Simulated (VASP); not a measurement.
**CdF2: relaxation of cell and atoms with PBEsol**

Crystal: CdF2.

```
CELL_PARAMETERS angstrom
0.00000 2.69212 2.69212
2.69212 0.00000 2.69212
2.69212 2.69212 0.00000
ATOMIC_POSITIONS crystal
Cd 0.00000 0.00000 0.00000
F 0.25000 0.25000 0.25000
F 0.75000 0.75000 0.75000
```

```json
{
 "Program": "VASP 6.6.1",
 "Task": "relaxation of cell and atoms",
 "Functional": "PBEsol",
 "Potentials or basis": "VASP PAW PBE potentials, release 64 (Cd, F)",
 "Cutoff": "600 eV",
 "k mesh": "6 × 6 × 6",
 "Occupations": "gaussian, width 0.01 eV",
 "Spin": "no spin polarisation",
 "Target pressure": "7 GPa",
 "Dipole correction": "no",
 "Further INCAR settings": "ALGO = Normal; EDIFF = 1e-06; IBRION = 2; EDIFFG = -0.002; NSW = 100; ISIF = 3"
}
```

- Relaxed volume: 12.37 Å³/atom
- Relaxed cell: a = 3.744 Å, b = 3.744 Å, c = 3.744 Å, α = 60.00°, β = 60.00°, γ = 60.00°
- Space group after relaxing (to 0.1 Å): Fm-3m (No. 225)
- Energy change on relaxing (the run minimises the enthalpy): +14.6 meV/atom
- Ionic steps: 3
- Pressure after relaxing: 7.0 GPa
- Band gap on the k mesh: 3.11 eV (least direct gap 3.50 eV)

Step by step:
```tsv
step	energy change (eV)	largest force (eV/Å)	pressure (GPa)	volume (Å³)
1	0.0000	0.0000	0.64	39.02
2	0.0948	0.0000	10.85	36.18
3	0.0438	0.0000	7.00	37.10
```

Final structure:
```yaml
crystal:
  lattice:
    - [0.00000, 2.64714, 2.64714]
    - [2.64714, 0.00000, 2.64714]
    - [2.64714, 2.64714, 0.00000]
  atoms:
    - { symbol: Cd, position: [0.00000, 0.00000, 0.00000] }
    - { symbol: F, position: [0.25000, 0.25000, 0.25000] }
    - { symbol: F, position: [0.75000, 0.75000, 0.75000] }
```

Levels at points of the mesh, in eV from the valence-band top:
```tsv
k point	band 10	band 11	band 12	band 13	band 14	band 15	band 16	band 17
(0.00, 0.00, 0.00)	-1.12	-0.40	-0.40	-0.40	3.11	12.76	12.76	12.76
(0.50, 0.00, 0.00)	-2.07	-2.07	-0.33	-0.33	7.48	9.15	14.79	14.79
(0.50, 0.50, 0.00)	-3.14	-0.60	-0.08	-0.08	8.33	9.77	11.80	14.60
```

Run time: 19 s on 1 thread of Intel(R) Xeon(R) 6975P-C (Granite Rapids), with other jobs on the host, peak memory 0.17 GiB.

Caveat: the cell is relaxed towards a set pressure, so the run minimises the enthalpy, not the energy; the PAW data sets were made with another functional, which shifts forces and pressure a little. A k mesh can miss the band edges.
